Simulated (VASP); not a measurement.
# Zr (P6_3/mmc) in VASP: further runs, part 2 of 2

VASP 6.6.1.

**4. Electric field gradients, PBEsol (23.05 Å³/atom)**

This run uses another cell than the first one, of 23.05 Å³/atom.

Contents of INCAR:

```
ALGO     = Normal         # electronic algorithm
EDIFF    = 1E-8           # SCF threshold, eV
ENCUT    = 520            # plane-wave cutoff, eV
GGA      = PS             # functional
ISIF     = 2              # what is computed and relaxed
ISMEAR   = -1             # smearing method
LASPH    = T              # aspherical terms in the spheres
LCHARG   = F              # write CHGCAR
LEFG     = T            
LREAL    = F              # projectors in reciprocal space
LWAVE    = F              # write WAVECAR
NBANDS   = 19             # bands
NELM     = 80             # most SCF steps
PREC     = Accurate       # precision mode
SIGMA    = 0.08           # smearing width, eV
```

Contents of KPOINTS:

```
k-points
0
Gamma
  13 13 7
```

Contents of POSCAR:

```
Zr
1.0
    3.2211887832      0.0000000000      0.0000000000
   -1.6105943915      2.7896313165      0.0000000000
    0.0000000000      0.0000000000      5.1297858246
Zr
2
Direct
    0.3333333333      0.6666666667      0.2500000000
    0.6666666667      0.3333333333      0.7500000000
```

Potentials or basis: VASP PAW PBE potentials, release 64 (Zr_sv).

Run with:

```bash
$ cat potpaw_PBE.64/Zr_sv/POTCAR > POTCAR
$ mpirun -np 1 vasp_std > vasp.out
```

OUTCAR:

```text
EDIFF = 1E-8
   ENCUT = 520
   GGA = PS
   ISIF = 2
   ISMEAR = -1
   LASPH = T
   LREAL = F
   NELM = 80
   PREC = Accurate

 ion  position               nearest neighbor table
   1  0.333  0.667  0.250-   2 3.17   2 3.17   2 3.17   2 3.17   2 3.17   2 3.17
   2  0.667  0.333  0.750-   1 3.17   1 3.17   1 3.17   1 3.17   1 3.17   1 3.17

  LATTYP: Found a hexagonal cell.
 ALAT       =     3.2211887832
 C/A-ratio  =     1.5925132520

  Lattice vectors:

 A1 = (   3.2211887832,   0.0000000000,   0.0000000000)
 A2 = (  -1.6105943915,   2.7896313165,   0.0000000000)
 A3 = (   0.0000000000,   0.0000000000,   5.1297858246)

Analysis of symmetry for initial positions (statically):
=====================================================================
 Subroutine PRICEL returns:
 Original cell was already a primitive cell.

 Routine SETGRP: Setting up the symmetry group for a
 hexagonal supercell.

 Subroutine GETGRP returns: Found 24 space group operations
 (whereof 12 operations were pure point group operations)
 out of a pool of 24 trial point group operations.

The static configuration has the point symmetry D_3d.
 The point group associated with its full space group is D_6h.

Analysis of symmetry for dynamics (positions and initial velocities):
=====================================================================
 Subroutine PRICEL returns:
 Original cell was already a primitive cell.

 Routine SETGRP: Setting up the symmetry group for a
 hexagonal supercell.

 Subroutine GETGRP returns: Found 24 space group operations
 (whereof 12 operations were pure point group operations)
 out of a pool of 24 trial point group operations.
[... 158 lines left out ...]
  band No.  band energies     occupation
      1     -39.7370      2.00000
      2     -39.5741      2.00000
      3     -18.3081      2.00000
      4     -17.4043      2.00000
      5     -17.4043      2.00000
      6     -17.2567      2.00000
[... 505 lines left out ...]
      6     -17.4464      2.00000
[... 11 lines left out ...]
     18      11.2888      0.00000
     19      13.7979      0.00000

 [... further k-points ...]

------------------------ aborting loop because EDIFF is reached ----------------------------------------

  FORCE on cell =-STRESS in cart. coord.  units (eV):
  Direction    XX          YY          ZZ          XY          YZ          ZX
  --------------------------------------------------------------------------------------
  -------------------------------------------------------------------------------------
  Total       -0.7373930     -0.7373930     -0.5270909     -0.0000000      0.0000000      0.0000000
  in kB      -25.6299270    -25.6299270    -18.3203547     -0.0000000      0.0000000      0.0000000
  external PRESSURE =     -23.1934029 kB  Pullay stress =       0.0000000 kB

 VOLUME and BASIS-vectors are now :
 -----------------------------------------------------------------------------
  energy-cutoff  :      520.00
  volume of cell :       46.10
      direct lattice vectors                 reciprocal lattice vectors
     3.221188783  0.000000000  0.000000000     0.310444394  0.179235154  0.000000000
    -1.610594392  2.789631316  0.000000000     0.000000000  0.358470309  0.000000000
     0.000000000  0.000000000  5.129785825     0.000000000  0.000000000  0.194939913

 POSITION                                       TOTAL-FORCE (eV/Angst)
 -----------------------------------------------------------------------------------
     -0.00000      1.85975      1.28245        -0.000000      0.000000      0.000000
      1.61059      0.92988      3.84734         0.000000     -0.000000      0.000000
 -----------------------------------------------------------------------------------
    total drift:                                0.000000     -0.000000      0.000000

  FREE ENERGIE OF THE ION-ELECTRON SYSTEM (eV)
  ---------------------------------------------------
  free  energy   TOTEN  =       -18.1750219165 eV

  energy  without entropy=      -18.1298520011  energy(sigma->0) =      -18.15243696

 Electric field gradients (V/A^2)
---------------------------------------------------------------------
 ion       V_xx      V_yy      V_zz      V_xy      V_xz      V_yz
---------------------------------------------------------------------
   1     -21.311   -21.311    42.623     0.000    -0.000     0.000
   2     -21.311   -21.311    42.623     0.000     0.000    -0.000
---------------------------------------------------------------------

 Electric field gradients after diagonalization (V/A^2)
 (convention: |V_zz| > |V_xx| > |V_yy|)
----------------------------------------------------------------------
 ion       V_xx      V_yy      V_zz     asymmetry (V_yy - V_xx)/ V_zz
----------------------------------------------------------------------
   1     -21.311   -21.311    42.623       0.000
   2     -21.311   -21.311    42.623       0.000
----------------------------------------------------------------------

           NMR quadrupolar parameters

 Cq : quadrupolar parameter    Cq=e*Q*V_zz/h
 eta: asymmetry parameters     (V_yy - V_xx)/ V_zz
 Q  : nuclear electric quadrupole moment in mb (millibarn)
----------------------------------------------------------------------
 ion       Cq(MHz)       eta       Q (mb)
----------------------------------------------------------------------
   1       0.103       0.000       1.000
   2       0.103       0.000       1.000
----------------------------------------------------------------------
```

OSZICAR:

```text
N       E                     dE             d eps       ncg     rms          rms(c)
DAV:   1     0.214053769762E+03    0.21405E+03   -0.13238E+04  3200   0.126E+03
DAV:   2    -0.290396387220E+01   -0.21696E+03   -0.21267E+03  3725   0.367E+02
DAV:   3    -0.186102179516E+02   -0.15706E+02   -0.15563E+02  5736   0.713E+01
DAV:   4    -0.189868113899E+02   -0.37659E+00   -0.37610E+00  3821   0.115E+01
DAV:   5    -0.189973817515E+02   -0.10570E-01   -0.10567E-01  4682   0.136E+00    0.153E+01
DAV:   6    -0.183106395764E+02    0.68674E+00   -0.10212E+00  3505   0.748E+00    0.606E+00
DAV:   7    -0.181711187924E+02    0.13952E+00   -0.64650E-01  4586   0.514E+00    0.115E+00
DAV:   8    -0.181748413051E+02   -0.37225E-02   -0.36013E-02  4135   0.150E+00    0.248E-01
DAV:   9    -0.181750421736E+02   -0.20087E-03   -0.15021E-03  4316   0.330E-01    0.252E-02
DAV:  10    -0.181750208640E+02    0.21310E-04   -0.45887E-05  4554   0.390E-02    0.224E-02
DAV:  11    -0.181750220649E+02   -0.12009E-05   -0.87982E-06  3610   0.321E-02    0.180E-03
DAV:  12    -0.181750221836E+02   -0.11874E-06   -0.29676E-07  4241   0.366E-03    0.182E-03
DAV:  13    -0.181750219467E+02    0.23694E-06   -0.39575E-08  3275   0.113E-03    0.615E-04
DAV:  14    -0.181750219132E+02    0.33454E-07   -0.33712E-09  2031   0.647E-04    0.237E-04
DAV:  15    -0.181750219165E+02   -0.33351E-08   -0.74931E-10  1926   0.290E-04
   1 F= -.18175022E+02 E0= -.18152437E+02  d E =-.451699E-01
```

stdout:

```text
POSCAR found type information on POSCAR Zr
 POSCAR found :  1 types and       2 ions
 scaLAPACK will be used
 -----------------------------------------------------------------------------
|                                                                             |
|                                                                             |
|     You enforced a specific xc type in the INCAR file but a different       |
|     I HOPE YOU KNOW WHAT YOU ARE DOING!                                     |
|                                                                             |
 -----------------------------------------------------------------------------

 LDA part: xc-table for (Slater+PW92), standard interpolation
 POSCAR, INCAR and KPOINTS ok, starting setup
 FFT: planning ... GRIDC
 FFT: planning ... GRID_SOFT
 FFT: planning ... GRID
 WAVECAR not read
 entering main loop
ion   1

ion   2
```

Run time: 54 s. Hardware: 1 thread of Intel Xeon Platinum 8259CL at 2.50GHz (Skylake/Cascade Lake), shared host; peak memory 0.19 GiB.

What came out:

```
Free energy                             : -18.1750 eV
Pressure                                : -2.3 GPa
Band gap on the k mesh                  : zero (bands 12 and 13 overlap by 1.10 eV)
Largest electric field gradient by atom : Zr +42.6 V/Å²
```

Electric field gradients, principal values (V/Å²):
```tsv
atom	least	middle	greatest (by size)
1 Zr	-21.311	-21.311	42.623
2 Zr	-21.311	-21.311	42.623
```

Caveat: without QUAD_EFG the Cq values of the log hold for a quadrupole moment of 1 mb, not for the nuclei; the PAW data sets were made with another functional, which shifts forces and pressure a little.
